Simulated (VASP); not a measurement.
# Fe in VASP: density of states with PBE

Aim: the density of states of Fe with PBE.

Everything below comes from runs of VASP 6.6.1. Logs are shortened: lines on timing, memory, paths and dates and some standing lists are left out, and cuts for length are marked.

## (1) The cell of the first run

The cell holds a sheet with vacuum, 1 atom: a = 2.311 Å, b = 2.311 Å, c = 23.800 Å, α = 90.00°, β = 90.00°, γ = 90.00°.

## (2) Density of states, PBE, collinear spin, ferromagnetic start

The input, POSCAR:

```
Fe
1.0
    2.3111900000      0.0000000000      0.0000000000
    0.0000000000      2.3111900000      0.0000000000
    0.0000000000      0.0000000000     23.8000000000
Fe
1
Direct
    0.0000000000      0.0000000000      0.2941200000
```

The input, INCAR.step1:

```
SYSTEM = Fe
PREC = Accurate ; ENCUT = 520
EDIFF = 1E-6 ; ISMEAR = -1
SIGMA = 0.05 ; LREAL = .FALSE.
LASPH = .TRUE. ; NELM = 150
ALGO = Normal ; ISIF = 2
LWAVE = .FALSE. ; LCHARG = .TRUE.
ISPIN = 2 ; MAGMOM = 3
LMAXMIX = 4 ; GGA = PE
NBANDS = 14
```

The input, KPOINTS.step1:

```
Automatic mesh
0
G
  11 11 1
  0 0 0
```

The input, INCAR.step2:

```
SYSTEM = Fe
PREC = Accurate ; ENCUT = 520
EDIFF = 1E-6 ; ISMEAR = -5
SIGMA = 0.05 ; LREAL = .FALSE.
LASPH = .TRUE. ; NELM = 150
ALGO = Normal ; ISIF = 2
LWAVE = .FALSE. ; LCHARG = .FALSE.
ISPIN = 2 ; MAGMOM = 3
LORBIT = 10 ; LMAXMIX = 4
GGA = PE ; NBANDS = 14
NEDOS = 2001 ; ICHARG = 11
```

The input, KPOINTS.step2:

```
Automatic mesh
0
G
  17 17 1
  0 0 0
```

Potentials or basis: VASP PAW PBE potentials, release 64 (Fe).

Run with:

```bash
> cat potpaw_PBE.64/Fe/POTCAR > POTCAR
> cp INCAR.step1 INCAR
> cp KPOINTS.step1 KPOINTS
> mpirun -np 1 vasp_std > vasp.out
> cp INCAR.step2 INCAR
> cp KPOINTS.step2 KPOINTS
> mpirun -np 1 vasp_std > vasp.out
```

OUTCAR:

```text
SYSTEM = Fe
   PREC = Accurate
   ENCUT = 520
   EDIFF = 1E-6
   ISMEAR = -5
   LREAL = .FALSE.
   LASPH = .TRUE.
   NELM = 150
   ISIF = 2
   ISPIN = 2
   LORBIT = 10
   GGA = PE
   ICHARG = 11

 ion  position               nearest neighbor table
   1  0.000  0.000  0.294-

  LATTYP: Found a simple tetragonal cell.
 ALAT       =     2.3111900000
 C/A-ratio  =    10.2977254142

  Lattice vectors:

 A1 = (   2.3111900000,   0.0000000000,   0.0000000000)
 A2 = (   0.0000000000,   2.3111900000,   0.0000000000)
 A3 = (   0.0000000000,   0.0000000000,  23.8000000000)

Analysis of symmetry for initial positions (statically):
=====================================================================
 Subroutine PRICEL returns:
 Original cell was already a primitive cell.

 Routine SETGRP: Setting up the symmetry group for a
 simple tetragonal supercell.

 Subroutine GETGRP returns: Found 16 space group operations
 (whereof  8 operations were pure point group operations)
 out of a pool of 16 trial point group operations.

The static configuration has the point symmetry C_4v.
 The point group associated with its full space group is D_4h.

Analysis of symmetry for dynamics (positions and initial velocities):
=====================================================================
 Subroutine PRICEL returns:
 Original cell was already a primitive cell.

 Routine SETGRP: Setting up the symmetry group for a
 simple tetragonal supercell.

 Subroutine GETGRP returns: Found 16 space group operations
 (whereof  8 operations were pure point group operations)
 out of a pool of 16 trial point group operations.

The dynamic configuration has the point symmetry C_4v.
 The point group associated with its full space group is D_4h.

Analysis of structural, dynamic, and magnetic symmetry:
=====================================================================
 Subroutine PRICEL returns:
 Original cell was already a primitive cell.

 Routine SETGRP: Setting up the symmetry group for a
 simple tetragonal supercell.

 Subroutine GETGRP returns: Found 16 space group operations
 (whereof  8 operations were pure point group operations)
 out of a pool of 16 trial point group operations.

The overall configuration has the point symmetry C_4v.
 The point group associated with its full space group is D_4h.

 Subroutine INISYM returns: Found 16 space group operations
 (whereof  8 operations are pure point group operations),
 and found     1 'primitive' translations

----------------------------------------------------------------------------------------

                                     Primitive cell

  volume of cell :     127.1301

  direct lattice vectors                    reciprocal lattice vectors
     2.311190000  0.000000000  0.000000000     0.432677538  0.000000000  0.000000000
     0.000000000  2.311190000  0.000000000     0.000000000  0.432677538  0.000000000
     0.000000000  0.000000000 23.800000000     0.000000000  0.000000000  0.042016807

  length of vectors
     2.311190000  2.311190000 23.800000000     0.432677538  0.432677538  0.042016807

  position of ions in fractional coordinates (direct lattice)
     0.000000000  0.000000000  0.294120000

  ion indices of the primitive-cell ions
   primitive index   ion index
                 1           1

----------------------------------------------------------------------------------------

 KPOINTS: Automatic mesh

Automatic generation of k-mesh.
 Grid dimensions read from file:
 generate k-points for:   17   17    1

 Generating k-lattice:

  Cartesian coordinates                     Fractional coordinates (reciprocal lattice)
     0.025451620  0.000000000  0.000000000     0.058823529  0.000000000  0.000000000
     0.000000000  0.025451620  0.000000000     0.000000000  0.058823529  0.000000000
     0.000000000  0.000000000  0.042016807     0.000000000  0.000000000  1.000000000

  Length of vectors
     0.025451620  0.025451620  0.042016807

  Shift w.r.t. Gamma in fractional coordinates (k-lattice)
     0.000000000  0.000000000  0.000000000

 TETIRR: Found    415 inequivalent tetrahedra from     1734

 Subroutine IBZKPT returns following result:
 ===========================================

 Found     45 irreducible k-points:

 Following reciprocal coordinates:
            Coordinates               Weight
  0.000000  0.000000  0.000000      1.000000
  0.058824  0.000000  0.000000      4.000000
  0.117647  0.000000  0.000000      4.000000
  0.176471  0.000000  0.000000      4.000000
  0.235294  0.000000  0.000000      4.000000
  0.294118  0.000000  0.000000      4.000000
[... 16 lines left out ...]
  0.411765  0.117647  0.000000      8.000000
  0.470588  0.117647  0.000000      8.000000
 [... further k-points ...]
   k-points           NKPTS =     45   k-points in BZ     NKDIM =     45   number of bands    NBANDS=     14
   number of dos      NEDOS =   2001   number of ions     NIONS =      1
   total plane-waves  NPLWV =  58320
   dimension x,y,z NGX =    18 NGY =   18 NGZ =  180
   dimension x,y,z NGXF=    36 NGYF=   36 NGZF=  360
   ions per type =               1
   NGX,Y,Z   is equivalent  to a cutoff of  12.95, 12.95, 12.57 a.u.
   NGXF,Y,Z  is equivalent  to a cutoff of  25.90, 25.90, 25.15 a.u.
 SYSTEM =  Fe
   PREC   = accura    normal or accurate (medium, high low for compatibility)
   ISTART =      0    job   : 0-new  1-cont  2-samecut
   ICHARG =     11    charge: 1-file 2-atom 10-const
   ISPIN  =      2    spin polarized calculation?
   LNONCOLLINEAR =      F non collinear calculations
   LSORBIT =      F    spin-orbit coupling
   LASPH  =      T    aspherical Exc in radial PAW
   ENCUT  =  520.0 eV  38.22 Ry    6.18 a.u.   4.30  4.30 44.25*2*pi/ulx,y,z
   NELM   =    150;   NELMIN=  2; NELMDL=  0     # of ELM steps
   EDIFF  = 0.1E-05   stopping-criterion for ELM
   LREAL  =      F    real-space projection
   EDIFFG = 0.1E-04   stopping-criterion for IOM
   NSW    =      0    number of steps for IOM
   IBRION =     -1    ionic relax: 0-MD 1-quasi-New 2-CG
   NFREE  =      0    steps in history (QN), initial steepest desc. (CG)
   ISIF   =      2    stress and relaxation
   ISYM   =      2    0-nonsym 1-usesym 2-fastsym
   POTIM  = 0.5000    time-step for ionic-motion
   TEBEG  =    0.0;   TEEND  =   0.0 temperature during run
   PSTRESS=    0.0 pullay stress
   NELECT =       8.0000    total number of electrons
   NUPDOWN=      -1.0000    fix difference up-down
   EMIN   =  10.00;   EMAX   =-10.00  energy-range for DOS
   EFERMI =   0.00;   METHOD = LEGACY
   ISMEAR =    -5;   SIGMA  =   0.05  broadening in eV -4-tet -1-fermi 0-gaus
   EFERMI_NEDOS =   21; number of points for ismear=-14 and -15
   IALGO  =     38    algorithm
   IMIX   =      4    mixing-type and parameters
     AMIX     =   0.40;   BMIX     =  1.00
     AMIX_MAG =   1.60;   BMIX_MAG =  1.00
  volume/ion in A,a.u.               =     127.13       857.92
  Fermi-wavevector in a.u.,A,eV,Ry     =   0.651162  1.230517  5.769025  0.424011
  Thomas-Fermi vector in A             =   1.720673
   LORBIT       =     10    0 simple, 1 ext, 2 COOP (PROOUT), +10 PAW based schemes
   GGA     = PE    functional components
   LHFCALC =     F    Hartree Fock is set to
   AEXX    =    0.0000 exact exchange contribution
   IVDW    =     0    specifies the selected vdW correction
   LEPSILON=     F    determine dielectric tensor
   LRPA    =     F    only Hartree local field effects (RPA)
 spin polarized calculation
 Fermi weights with tetrahedron method with Bloechl corrections
  energy-cutoff  :      520.00
  volume of cell :      127.13
 maximum number of plane-waves:      3461
 NGX is ok and might be reduce to    18

 number of electron       7.9999996 magnetization       2.7328872

 Free energy of the ion-electron system (eV)
  ---------------------------------------------------
  ext. energy  EPLUGINS =         0.00000000
  ---------------------------------------------------
  free energy    TOTEN  =        -6.40971559 eV

  energy without entropy =       -6.40971559  energy(sigma->0) =       -6.40971559

 E-fermi :  -3.6392     XC(G=0):  -1.9881

 val. band max:       -3.6392763020   @ k =   0.1176   0.1176   0.0000
 cond. band min:      -3.5979172297   @ k =   0.1176   0.1176   0.0000
 fundamental gap:      0.0413590723
 Fermi energy:        -3.6392496498

 spin component 1

 k-point     1 :       0.0000    0.0000    0.0000
  band No.  band energies     occupation
      1      -9.4518      1.00000
      2      -7.4803      1.00000
      3      -6.5537      1.00000
      4      -4.5210      1.00000
      5      -4.5210      1.00000
      6      -3.8745      1.00000
      7      -3.5634      0.00000
      8       0.5960      0.00000
      9       1.0726      0.00000
     10       1.2006      0.00000
     11       2.0349      0.00000
     12       2.2954      0.00000
     13       3.6767      0.00000
     14       4.0576      0.00000
[... 375 lines left out ...]
 k-point    24 :       0.4706    0.1176    0.0000
  band No.  band energies     occupation
      1      -6.9222      1.00000
      2      -6.7242      1.00000
      3      -5.8571      1.00000
      4      -5.1836      1.00000
      5      -4.6425      1.00000
      6      -1.5333      0.00000
      7       2.3253      0.00000
      8       3.4530      0.00000
      9       6.2223      0.00000
     10       7.0644      0.00000
     11       7.7912      0.00000
     12       7.8092      0.00000
     13       8.6226      0.00000
     14       8.7626      0.00000

 [... further k-points ...]

 spin component 2

 k-point     1 :       0.0000    0.0000    0.0000
  band No.  band energies     occupation
      1      -8.8389      1.00000
      2      -5.7303      1.00000
      3      -3.9949      1.00000
      4      -3.2060      0.00000
      5      -1.8248      0.00000
      6      -1.8247      0.00000
      7      -0.7339      0.00000
      8       0.6735      0.00000
      9       1.0232      0.00000
     10       1.2300      0.00000
     11       2.0300      0.00000
     12       2.3729      0.00000
     13       3.6877      0.00000
     14       4.1466      0.00000
[... 375 lines left out ...]
 k-point    24 :       0.4706    0.1176    0.0000
  band No.  band energies     occupation
      1      -4.8833      1.00000
      2      -4.8444      1.00000
      3      -3.6685      0.62470
      4      -2.2718      0.00000
      5      -2.0045      0.00000
      6      -0.6225      0.00000
      7       3.6876      0.00000
      8       4.2284      0.00000
      9       6.5137      0.00000
     10       7.0586      0.00000
     11       7.7899      0.00000
     12       7.7920      0.00000
     13       8.5889      0.00000
     14       8.7792      0.00000

 [... further k-points ...]
[... 5 lines left out ...]
  --------------------------------------------------------------------------------------
  -------------------------------------------------------------------------------------
  Total        0.4625572      0.4625572      0.6126067      0.0000000      0.0000000     -0.0000000
  in kB        5.8294530      5.8294530      7.7204752      0.0000000      0.0000000     -0.0000000
  external PRESSURE =       6.4597938 kB  Pullay stress =       0.0000000 kB

 VOLUME and BASIS-vectors are now :
 -----------------------------------------------------------------------------
  energy-cutoff  :      520.00
  volume of cell :      127.13
      direct lattice vectors                 reciprocal lattice vectors
     2.311190000  0.000000000  0.000000000     0.432677538  0.000000000  0.000000000
     0.000000000  2.311190000  0.000000000     0.000000000  0.432677538  0.000000000
     0.000000000  0.000000000 23.800000000     0.000000000  0.000000000  0.042016807

 POSITION                                       TOTAL-FORCE (eV/Angst)
 -----------------------------------------------------------------------------------
      0.00000      0.00000      7.00006         0.000000     -0.000000      0.000000
 -----------------------------------------------------------------------------------
    total drift:                               -0.000000     -0.000000     -0.000028

  FREE ENERGIE OF THE ION-ELECTRON SYSTEM (eV)
  ---------------------------------------------------
  free  energy   TOTEN  =        -6.4097155946 eV

  energy  without entropy=       -6.4097155946  energy(sigma->0) =       -6.40971559

 total charge

# of ion       s       p       d       tot
------------------------------------------
    1        0.499   0.304   6.257   7.060

 magnetization (x)

# of ion       s       p       d       tot
------------------------------------------
    1        0.026  -0.013   2.651   2.665
```

Wall time 1.8 min (1 thread of Intel Xeon 6975P-C (Granite Rapids), shared host); peak memory 0.32 GiB.

Results:

| Item | Value |
| --- | --- |
| Net moment | 2.73 μB per cell |
| Site moments | Fe +2.67 μB |
| Valence electrons inside the program's atomic spheres | Fe 7.06 |

Levels at points of the mesh, in eV from the Fermi level:
Spin up:
```csv
k point,band 3,band 4,band 5,band 6,band 7,band 8
"(0.00, 0.00, 0.00)",-2.91,-0.88,-0.88,-0.24,0.08,4.24
```
Spin down:
```tsv
k point	band 1	band 2	band 3	band 4	band 5	band 6	band 7
(0.00, 0.00, 0.00)	-5.20	-2.09	-0.36	0.43	1.81	1.81	2.91
```

Caveat: tetrahedron occupations give inexact forces and stress in metals.
